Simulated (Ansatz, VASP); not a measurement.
**Al3BP4: VASP beside Ansatz**

```
Al B P
1.0
     7.43486    0.00000    0.00000
     0.00000    6.42717    0.00000
     0.00000    0.00000    6.11838
Al B P
6 2 8
Direct
  0.50000 0.84658 0.99772
  0.74765 0.67302 0.49900
  0.25235 0.67302 0.49900
  0.00000 0.15342 0.49772
  0.24765 0.32698 0.99900
  0.75235 0.32698 0.99900
  0.00000 0.82888 0.99830
  0.50000 0.17112 0.49830
  0.00000 0.82132 0.32766
  0.22099 0.68091 0.88781
  0.77901 0.68091 0.88781
  0.50000 0.87846 0.38770
  0.50000 0.17868 0.82766
  0.72099 0.31909 0.38781
  0.27901 0.31909 0.38781
  0.00000 0.12154 0.88770
```

Alike in both runs: functional PBE; k mesh 3 × 3 × 3; occupations gaussian, width 0.2 eV; no spin polarisation.

Ansatz relaxed the structure, and its values are those at the end. VASP's run is a single point on that final structure, the one shown.

|  | VASP | Ansatz |
| --- | --- | --- |
| version | VASP 6.6.1 | Ansatz 0.2.0 |
| potentials or method | VASP PAW PBE potentials, release 64 (Al, B, P), cutoff 520 eV | scalar-relativistic, plane waves, PAW |
| valence electrons in the cell | 64 | 64 |

VASP gave:

* gap on the k mesh at the Fermi level (eV): 1.40
* least direct gap on the mesh (eV): 1.40
* pressure (GPa): 0.0
* rms of the force components (eV/Å): 0.006

Problem. What did Ansatz give for the same quantities?

Solution. gap on the k mesh at the Fermi level (eV): 1.40; least direct gap on the mesh (eV): 1.40; pressure (GPa): 0.1; rms of the force components (eV/Å): 0.007.

With one functional, cell and mesh, what is left measures potentials, basis and numerics.
